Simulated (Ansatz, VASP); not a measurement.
## Two plane-wave programs on Sb2As

INCAR

```
SYSTEM = Sb2As
ALGO     = Normal         ! electronic algorithm
EDIFF    = 1E-7           ! SCF threshold, eV
EDIFFG   = -0.01          ! ionic threshold
ENCUT    = 600            ! plane-wave cutoff, eV
GGA      = PE             ! functional
IBRION   = 2              ! ionic algorithm
ISIF     = 3              ! what is computed and relaxed
ISMEAR   = 0              ! smearing method
LASPH    = .True.         ! aspherical terms in the spheres
LCHARG   = .False.        ! write CHGCAR
LREAL    = .False.        ! projectors in reciprocal space
LWAVE    = .False.        ! write WAVECAR
NELM     = 80             ! most SCF steps
NSW      = 100            ! ionic steps
PREC     = Accurate       ! precision mode
SIGMA    = 0.1            ! smearing width, eV
```

File KPOINTS:

```
k-points
0
Gamma
  12 12 12
  0 0 0
```

Contents of POSCAR:

```
Sb2As
1.0
    0.0000000000      3.4969365849      3.4969365849
    3.4969365849      0.0000000000      3.4969365849
    3.4969365849      3.4969365849      0.0000000000
Sb As
2 1
Direct
    0.2500000000      0.2500000000      0.2500000000
    0.7500000000      0.7500000000      0.7500000000
    0.0000000000      0.0000000000      0.0000000000
```

Input for Ansatz:

```yaml
crystal:
  lattice:
    - [0.0, 3.4969365849, 3.4969365849]
    - [3.4969365849, 0.0, 3.4969365849]
    - [3.4969365849, 3.4969365849, 0.0]
  atoms:
    - { symbol: Sb, position: [0.25, 0.25, 0.25] }
    - { symbol: Sb, position: [0.75, 0.75, 0.75] }
    - { symbol: As, position: [0.0, 0.0, 0.0] }
basis:
  ecutwfc: 420
kpoints:
  mp_grid: { grid: [12, 12, 12] }
hamiltonian:
  xc: pbe
scf:
  occupations: { method: gaussian, width: 0.1 }
output:
  forces: true
  stress: true
  eigenvalues: true
  write_density: true
  write_potential: true
  elf: true
  volumetric_format: npy
relax:
  adjacent_minimum: "off"
  f_tol: 0.01
  max_steps: 80
  cell: { stress_tol: 0.05 }
```

Alike in both runs: task relaxation of cell and atoms; functional PBE; k mesh 12 × 12 × 12; occupations gaussian, width 0.1 eV; no spin polarisation.

```csv
,VASP,Ansatz
version,VASP 6.6.1,Ansatz 0.2.0
potentials or method,"VASP PAW PBE potentials, release 64 (Sb, As), cutoff 600 eV","scalar-relativistic, plane waves, PAW"
valence electrons in the cell,15,45
```

Ansatz gave:

* gap on the k mesh at the Fermi level, each at its own relaxed structure (eV): none
* relaxed volume (Å³/atom): 28.35
* relaxed length of the cell vector where the two differ most in proportion (Å): 4.936

Question: Estimate VASP's values.

Answer: gap on the k mesh at the Fermi level, each at its own relaxed structure (eV): none; relaxed volume (Å³/atom): 28.32; relaxed length of the cell vector where the two differ most in proportion (Å): 4.934.

A gap of «none» marks a metal or a gap that the smearing closes. VASP's potentials hold 15 valence electrons a cell and Ansatz's 45, so a difference there can come from the potentials and not from the codes.

Spin-orbit coupling is off throughout.
